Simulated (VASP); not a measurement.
Al6N: single point with PBE

The system is Al6N.

```
CELL_PARAMETERS angstrom
3.01316 0.00000 0.00000
-1.50658 2.60947 0.00000
0.00000 0.00000 28.16539
ATOMIC_POSITIONS crystal
Al 0.66667 0.33333 0.67585
Al 0.00000 0.00000 0.75660
Al 0.33333 0.66667 0.83820
Al 0.33333 0.66667 0.59448
Al 0.33333 0.66667 0.09066
Al 0.66667 0.33333 0.18361
Al 0.00000 0.00000 0.99889
Al 0.00000 0.00000 0.27074
Al 0.66667 0.33333 0.91971
Al 0.66667 0.33333 0.43138
Al 0.00000 0.00000 0.51302
Al 0.33333 0.66667 0.35019
N 0.00000 0.00000 0.06686
N 0.33333 0.66667 0.15812
```

This cell differs from its parent crystal: volume scaled by 1.03, then relaxed in part.

* Program: VASP 6.6.1
* Task: single point
* Functional: PBE
* Potentials or basis: VASP PAW PBE potentials, release 64 (Al, N)
* Cutoff: 520 eV
* k mesh: 12 × 12 × 2
* Occupations: gaussian, width 0.1 eV
* Spin: no spin polarisation

- Pressure: -2.5 GPa
- Largest force: 0.013 eV/Å
- Band gap on the k mesh: zero (band 23 reaches 10.56 eV, above the bottom of band 24 at 5.79 eV)

Forces on the atoms (eV/Å):
```
Al   0.000  0.000 -0.001
Al   0.000  0.000  0.000
Al   0.000  0.000 -0.002
Al   0.000  0.000 -0.002
Al   0.000  0.000  0.001
Al   0.000  0.000 -0.013
Al   0.000  0.000  0.001
Al   0.000  0.000 -0.005
Al   0.000  0.000  0.002
Al   0.000  0.000  0.007
Al   0.000  0.000  0.005
Al   0.000  0.000 -0.006
N    0.000  0.000  0.010
N    0.000  0.000  0.003
```

Levels at points of the mesh, in eV from the Fermi level:
```csv
k point,band 21,band 22,band 23,band 24,band 25,band 26
"(0.00, 0.00, 0.00)",-0.29,1.49,2.43,4.38,4.56,6.09
"(0.50, 0.00, 0.00)",-2.51,-1.94,-1.32,-1.16,-0.27,-0.20
"(0.00, 0.00, 0.50)",0.13,1.07,2.93,3.65,5.44,5.52
"(0.50, 0.00, 0.50)",-2.49,-2.10,-1.17,-1.10,-0.43,-0.30
```

It took 5.9 min on 1 thread of Intel(R) Xeon(R) Platinum 8559C (Emerald Rapids), on a shared host, peak memory 0.45 GiB.
